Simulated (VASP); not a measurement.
# Al4N3 (R-3m) in VASP: notebook, part 2 of 2

VASP 6.6.1. Earlier steps stand in the parts before.

## 3. Single point, PBE

This run uses another cell than the first one, of 14.23 Å³/atom, 1.486 times its volume.

Contents of INCAR:

```
PREC     = Accurate       # precision mode
ENCUT    = 520            # plane-wave cutoff, eV
EDIFF    = 1E-6           # SCF threshold, eV
ISMEAR   = 0              # smearing method
SIGMA    = 0.2            # smearing width, eV
LREAL    = False          # projectors in reciprocal space
LASPH    = True           # aspherical terms in the spheres
NELM     = 100            # most SCF steps
ALGO     = Normal         # electronic algorithm
ISIF     = 2              # what is computed and relaxed
LWAVE    = False          # write WAVECAR
LCHARG   = False          # write CHGCAR
GGA      = PE             # functional
NBANDS   = 22             # bands
```

Contents of KPOINTS:

```
regular mesh
0
Gamma
  6 6 6
```

Contents of POSCAR:

```
Al4N3
1.0
    1.5569913516      0.8989293760     11.8583450321
   -1.5569913516      0.8989293760     11.8583450321
    0.0000000000     -1.7978587520     11.8583450321
Al N
4 3
Direct
    0.1367647494      0.1367647494      0.1367647494
    0.8632352506      0.8632352506      0.8632352506
    0.2999833898      0.2999833898      0.2999833898
    0.7000166102      0.7000166102      0.7000166102
    0.1989239261      0.1989239261      0.1989239261
    0.8010760739      0.8010760739      0.8010760739
    0.0000000000      0.0000000000      0.0000000000
```

Potentials or basis: VASP PAW PBE potentials, release 64 (Al, N).

Command:

```bash
$ cat potpaw_PBE.64/Al/POTCAR potpaw_PBE.64/N/POTCAR > POTCAR
$ mpirun -np 1 vasp_std > vasp.out
```

OUTCAR:

```text
PREC = Accurate
   ENCUT = 520
   EDIFF = 1E-6
   ISMEAR = 0
   LREAL = False
   LASPH = True
   NELM = 100
   ISIF = 2
   GGA = PE

 ion  position               nearest neighbor table
   1  0.137  0.137  0.137-   6 1.80   6 1.80   6 1.80   5 2.21   2 2.79   2 2.79   2 2.79
   2  0.863  0.863  0.863-   5 1.80   5 1.80   5 1.80   6 2.21   1 2.79   1 2.79   1 2.79
   3  0.300  0.300  0.300-   7 2.15   7 2.15   7 2.15   4 2.98   4 2.98   4 2.98
   4  0.700  0.700  0.700-   7 2.15   7 2.15   7 2.15   3 2.98   3 2.98   3 2.98
   5  0.199  0.199  0.199-   2 1.80   2 1.80   2 1.80   1 2.21
   6  0.801  0.801  0.801-   1 1.80   1 1.80   1 1.80   2 2.21
   7  0.000  0.000  0.000-   4 2.15   4 2.15   3 2.15   3 2.15   4 2.15   3 2.15

  LATTYP: Found a trigonal (rhomboedric) cell.
 ALAT       =    11.9938585531
 COS(alpha) =     0.9662957591

  Lattice vectors:

 A1 = (   1.5569913516,   0.8989293760,  11.8583450321)
 A2 = (  -1.5569913516,   0.8989293760,  11.8583450321)
 A3 = (   0.0000000000,  -1.7978587520,  11.8583450321)

Analysis of symmetry for initial positions (statically):
=====================================================================
 Subroutine PRICEL returns:
 Original cell was already a primitive cell.

 Routine SETGRP: Setting up the symmetry group for a
 trigonal (rhombohedral) supercell.

 Subroutine GETGRP returns: Found 12 space group operations
 (whereof 12 operations were pure point group operations)
 out of a pool of 12 trial point group operations.

The static configuration has the point symmetry D_3d.

Analysis of symmetry for dynamics (positions and initial velocities):
=====================================================================
 Subroutine PRICEL returns:
 Original cell was already a primitive cell.

 Routine SETGRP: Setting up the symmetry group for a
 trigonal (rhombohedral) supercell.

 Subroutine GETGRP returns: Found 12 space group operations
 (whereof 12 operations were pure point group operations)
 out of a pool of 12 trial point group operations.

The dynamic configuration has the point symmetry D_3d.

[... 130 lines left out ...]
  Fermi-wavevector in a.u.,A,eV,Ry     =   1.059580  2.002316 15.275391  1.122710
  Thomas-Fermi vector in A             =   2.194930
   LORBIT       =      0    0 simple, 1 ext, 2 COOP (PROOUT), +10 PAW based schemes
   GGA     = PE    functional components
   LHFCALC =     F    Hartree Fock is set to
   AEXX    =    0.0000 exact exchange contribution
   IVDW    =     0    specifies the selected vdW correction
   LEPSILON=     F    determine dielectric tensor
   LRPA    =     F    only Hartree local field effects (RPA)
 non-spin polarized calculation
 Gauss-broadening in eV      SIGMA  =   0.20
  energy-cutoff  :      520.00
  volume of cell :       99.58
 maximum number of plane-waves:      2706
 NGX is ok and might be reduce to    90
   NGX = 45   NGY = 45   NGZ = 45

 number of electron      27.0000001 magnetization

 Free energy of the ion-electron system (eV)
  ---------------------------------------------------
  ext. energy  EPLUGINS =         0.00000000
  ---------------------------------------------------
  free energy    TOTEN  =       -43.95518264 eV

  energy without entropy =      -43.89995697  energy(sigma->0) =      -43.92756980

 E-fermi :   5.4054     XC(G=0):  -9.6337

 val. band max:        5.4041746406   @ k =   0.1667   0.0000  -0.0000
 cond. band min:       5.4540129607   @ k =  -0.3333   0.5000   0.1667
 fundamental gap:      0.0498383201
 Fermi energy:         5.4053693843

 k-point     1 :       0.0000    0.0000    0.0000
  band No.  band energies     occupation
      1     -11.2952      2.00000
      2     -10.9050      2.00000
      3      -9.1956      2.00000
      4      -2.4334      2.00000
      5      -0.2357      2.00000
      6       1.6679      2.00000
[... 589 lines left out ...]
     21      11.8923      0.00000
     22      12.5001      0.00000

 [... further k-points ...]
[... 5 lines left out ...]
  --------------------------------------------------------------------------------------
  -------------------------------------------------------------------------------------
  Total       -0.2248144     -0.2248144      0.2189827     -0.0000000     -0.0000000      0.0000000
  in kB       -3.6169923     -3.6169923      3.5231673     -0.0000000     -0.0000000      0.0000000
  external PRESSURE =      -1.2369391 kB  Pullay stress =       0.0000000 kB

 VOLUME and BASIS-vectors are now :
 -----------------------------------------------------------------------------
  energy-cutoff  :      520.00
  volume of cell :       99.58
      direct lattice vectors                 reciprocal lattice vectors
     1.556991352  0.898929376 11.858345032     0.321132163  0.185405741  0.028109600
    -1.556991352  0.898929376 11.858345032    -0.321132163  0.185405741  0.028109600
     0.000000000 -1.797858752 11.858345032     0.000000000 -0.370811481  0.028109600

 POSITION                                       TOTAL-FORCE (eV/Angst)
 -----------------------------------------------------------------------------------
      0.00000      0.00000      4.86541         0.000000      0.000000      0.020997
      0.00000      0.00000     30.70962         0.000000     -0.000000     -0.020997
      0.00000      0.00000     10.67192         0.000000     -0.000000     -0.011105
      0.00000      0.00000     24.90312         0.000000     -0.000000      0.011105
      0.00000      0.00000      7.07673         0.000000     -0.000000      0.005827
      0.00000      0.00000     28.49831         0.000000     -0.000000     -0.005827
      0.00000      0.00000      0.00000         0.000000     -0.000000     -0.000000
 -----------------------------------------------------------------------------------
    total drift:                               -0.000000      0.000000     -0.000000

  FREE ENERGIE OF THE ION-ELECTRON SYSTEM (eV)
  ---------------------------------------------------
  free  energy   TOTEN  =       -43.9551826377 eV

  energy  without entropy=      -43.8999569693  energy(sigma->0) =      -43.92756980
```

OSZICAR:

```text
N       E                     dE             d eps       ncg     rms          rms(c)
DAV:   1     0.944282413920E+02    0.94428E+02   -0.11245E+04  1408   0.103E+03
DAV:   2    -0.415842797061E+02   -0.13601E+03   -0.12804E+03  1926   0.198E+02
DAV:   3    -0.523264857926E+02   -0.10742E+02   -0.10682E+02  1826   0.592E+01
DAV:   4    -0.524747135004E+02   -0.14823E+00   -0.14809E+00  1834   0.784E+00
DAV:   5    -0.524769034963E+02   -0.21900E-02   -0.21899E-02  1844   0.923E-01    0.155E+01
DAV:   6    -0.441357959385E+02    0.83411E+01   -0.31364E+01  1772   0.302E+01    0.550E+00
DAV:   7    -0.440815925122E+02    0.54203E-01   -0.25328E+00  1824   0.794E+00    0.371E+00
DAV:   8    -0.439699679953E+02    0.11162E+00   -0.36078E-01  1860   0.353E+00    0.106E+00
DAV:   9    -0.439546104028E+02    0.15358E-01   -0.84351E-02  1882   0.156E+00    0.361E-01
DAV:  10    -0.439548744382E+02   -0.26404E-03   -0.11526E-02  1594   0.592E-01    0.186E-01
DAV:  11    -0.439551637203E+02   -0.28928E-03   -0.20883E-03  1900   0.267E-01    0.423E-02
DAV:  12    -0.439551649806E+02   -0.12603E-05   -0.29313E-04  1798   0.985E-02    0.231E-02
DAV:  13    -0.439551814475E+02   -0.16467E-04   -0.41809E-05  1718   0.366E-02    0.559E-03
DAV:  14    -0.439551824835E+02   -0.10359E-05   -0.45280E-06  1808   0.111E-02    0.282E-03
DAV:  15    -0.439551826377E+02   -0.15426E-06   -0.10806E-06  1328   0.577E-03
   1 F= -.43955183E+02 E0= -.43927570E+02  d E =-.552257E-01
```

stdout:

```text
POSCAR found type information on POSCAR AlN
 POSCAR found :  2 types and       7 ions
 scaLAPACK will be used
 LDA part: xc-table for (Slater+PW92), standard interpolation
 POSCAR, INCAR and KPOINTS ok, starting setup
 FFT: planning ... GRIDC
 FFT: planning ... GRID_SOFT
 FFT: planning ... GRID
 WAVECAR not read
 entering main loop
```

Run time: 25 min. Hardware: 1 thread of AMD EPYC 7R43 (Zen 3), shared host; peak memory 1.2 GiB.

What came out:

```
Free energy   : -43.9552 eV
Pressure      : -0.1 GPa
Largest force : 0.021 eV/Å
```

Forces on the atoms (eV/Å):
```
Al   0.000  0.000  0.021
Al   0.000  0.000 -0.021
Al   0.000  0.000 -0.011
Al   0.000  0.000  0.011
N    0.000  0.000  0.006
N    0.000  0.000 -0.006
N    0.000  0.000  0.000
```

Levels at points of the mesh, in eV from the Fermi level:
```csv
k point,band 10,band 11,band 12,band 13,band 14,band 15,band 16,band 17,band 18,band 19
"(0.00, 0.00, 0.00)",-2.54,-2.54,-1.98,-1.98,-0.07,1.92,3.80,5.36,7.13,7.57
"(0.50, 0.00, 0.00)",-2.94,-2.43,-1.87,-1.13,0.34,1.21,2.26,3.59,4.24,5.67
"(0.50, 0.50, 0.00)",-2.90,-2.43,-2.00,-0.94,0.25,1.09,2.59,3.18,4.44,6.12
"(0.50, 0.50, 0.50)",-2.54,-1.98,-1.98,-1.77,-0.78,2.33,3.57,5.47,7.19,7.38
```

Caveat: the k points lie up to 0.39 Å⁻¹ apart.

## 4. Relaxation of cell and atoms, PBE

Contents of INCAR:

```
SYSTEM = Al4N3
PREC = Accurate
ENCUT = 600
EDIFF = 1E-6
ISMEAR = 0
SIGMA = 0.1
LREAL = .False.
LASPH = .True.
NELM = 100
ALGO = Normal
ISIF = 3
LWAVE = .False.
LCHARG = .False.
GGA = PE
IBRION = 2
NSW = 100
EDIFFG = -0.01
```

Contents of KPOINTS:

```
Automatic mesh
0
Gamma
  12 12 12
  0 0 0
```

Contents of POSCAR:

```
Al4N3
1.0
    1.4513576870      0.8379417513      9.1841979541
   -1.4513576870      0.8379417513      9.1841979541
    0.0000000000     -1.6758835026      9.1841979541
Al N
4 3
Direct
    0.8715249230      0.8715249230      0.8715249230
    0.2906661728      0.2906661728      0.2906661728
    0.1284750770      0.1284750770      0.1284750770
    0.7093338272      0.7093338272      0.7093338272
    0.5815939025      0.5815939025      0.5815939025
    0.4184060975      0.4184060975      0.4184060975
    0.0000000000      0.0000000000      0.0000000000
```

Command:

```bash
$ cat potpaw_PBE.64/Al/POTCAR potpaw_PBE.64/N/POTCAR > POTCAR
$ mpirun -np 1 vasp_std > vasp.out
```

Run time: 62 min. Hardware: 1 thread of Intel Xeon 6975P-C (Granite Rapids), shared host; peak memory 1.1 GiB.

Results (log left out):

```
Free energy                            : -46.5801 eV
Relaxed volume                         : 9.54 Å³/atom
Relaxed cell                           : a = 9.324 Å, b = 9.324 Å, c = 9.324 Å, α = 17.89°, β = 17.89°, γ = 17.89°
Space group after relaxing (to 0.05 Å) : R-3m (No. 166)
Energy gained by relaxing              : 0.1 meV/atom
Ionic steps                            : 6
Pressure after relaxing                : 0.0 GPa
Largest force after relaxing           : 0.007 eV/Å
```

Forces on the atoms (eV/Å):
```
Al   0.000  0.000 -0.004
Al   0.000  0.000 -0.002
Al   0.000  0.000  0.004
Al   0.000  0.000  0.002
N    0.000  0.000  0.007
N    0.000  0.000 -0.007
N    0.000  0.000  0.000
```

The path:
```tsv
step	energy change (eV)	largest force (eV/Å)	pressure (GPa)	volume (Å³)
1	0.0000	0.0513	-0.62	67.02
2	-0.0002	0.0428	0.50	66.66
3	-0.0005	0.0192	0.01	66.81
4	-0.0005	0.0122	0.03	66.80
5	-0.0005	0.0124	0.03	66.80
6	-0.0006	0.0071	-0.01	66.81
```

Final structure:
```
Al N
1.0
     1.45005    0.83719    9.17268
    -1.45005    0.83719    9.17268
     0.00000   -1.67438    9.17268
Al N
4 3
Direct
  0.87149 0.87149 0.87149
  0.29065 0.29065 0.29065
  0.12851 0.12851 0.12851
  0.70935 0.70935 0.70935
  0.58147 0.58147 0.58147
  0.41853 0.41853 0.41853
  0.00000 0.00000 0.00000
```

Levels at points of the mesh, in eV from the Fermi level:
```tsv
k point	band 10	band 11	band 12	band 13	band 14	band 15	band 16	band 17
(0.00, 0.00, 0.00)	-3.48	-3.48	-3.12	-3.12	1.81	2.95	3.18	4.53
(0.50, 0.00, 0.00)	-5.46	-4.89	-4.23	-4.12	-1.57	2.04	2.33	3.21
(0.50, 0.50, 0.00)	-5.18	-4.87	-4.24	-3.57	-2.08	1.16	2.23	3.06
(0.50, 0.50, 0.50)	-3.49	-3.12	-3.11	-3.11	0.88	3.17	3.41	4.83
```

## 5. Summary

| task | cell | k mesh | cutoff (eV) | smearing | gap on the mesh (eV) | pressure (GPa) | largest force (eV/Å) |
| --- | --- | --- | --- | --- | --- | --- | --- |
| single point | a = 9.336 Å, angles 17.9°, 7 atoms | 6 × 6 × 6 | 520 | gaussian 0.2 eV | none | -0.6 | 0.02 |
| single point | a = 11.994 Å, angles 14.9°, 7 atoms | 6 × 6 × 6 | 520 | gaussian 0.2 eV | none | -0.1 | 0.02 |
| relaxation of cell and atoms | relaxed from a = 9.336 Å, angles 17.9°, 7 atoms | 12 × 12 × 12 | 600 | gaussian 0.1 eV | none | 0.0 | 0.01 |

Alike in all rows: level PBE; potentials or basis VASP PAW PBE potentials, release 64 (Al, N); no spin polarisation.

Caveats: some runs use coarse meshes.

Total energies depend on the potentials used, so only differences within one code and one set of settings carry meaning.
